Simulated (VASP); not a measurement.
SnO2, 6 atoms in the cell. Symmetry: Pnnm, No. 58, orthorhombic system. Conventional cell: a = 4.808 Å, b = 4.808 Å, c = 3.238 Å, α = 90.00°, β = 90.00°, γ = 90.00°. Within 2.9 Å of Sn (site symmetry 2/m) lie 6 O at 2.17 Å. Within 2.9 Å of O (site symmetry m) lie 3 Sn at 2.17 Å and 2 O at 2.32 to 2.90 Å. 

| Item | Value |
| --- | --- |
| Program | VASP 6.6.1 |
| Task | single point |
| Functional | PBEsol |
| Potentials or basis | VASP PAW PBE potentials, release 64 (Sn_d, O) |
| Cutoff | 520 eV |
| k mesh | 6 × 6 × 8 |
| Occupations | gaussian, width 0.05 eV |
| Spin | no spin polarisation |
| Dipole correction | no |
| Further INCAR settings | ALGO = Normal; EDIFF = 1e-07; NBANDS = 35 |

Potentials or basis: VASP PAW PBE potentials, release 64 (Sn_d, O).

Command:

```sh
$ cat potpaw_PBE.64/Sn_d/POTCAR potpaw_PBE.64/O/POTCAR > POTCAR
$ mpirun -np 1 vasp_std > vasp.out
```

Hardware: 1 thread of Intel(R) Xeon(R) Platinum 8259CL CPU @ 2.50GHz (Skylake/Cascade Lake), with other jobs on the host.

Question: Estimate the wall time of this run.

Answer: Wall time 2.3 min on 1 thread of Intel(R) Xeon(R) Platinum 8259CL CPU @ 2.50GHz (Skylake/Cascade Lake) (shared host), peak memory 0.29 GiB. Counts: scf iterations 14, k points 80.
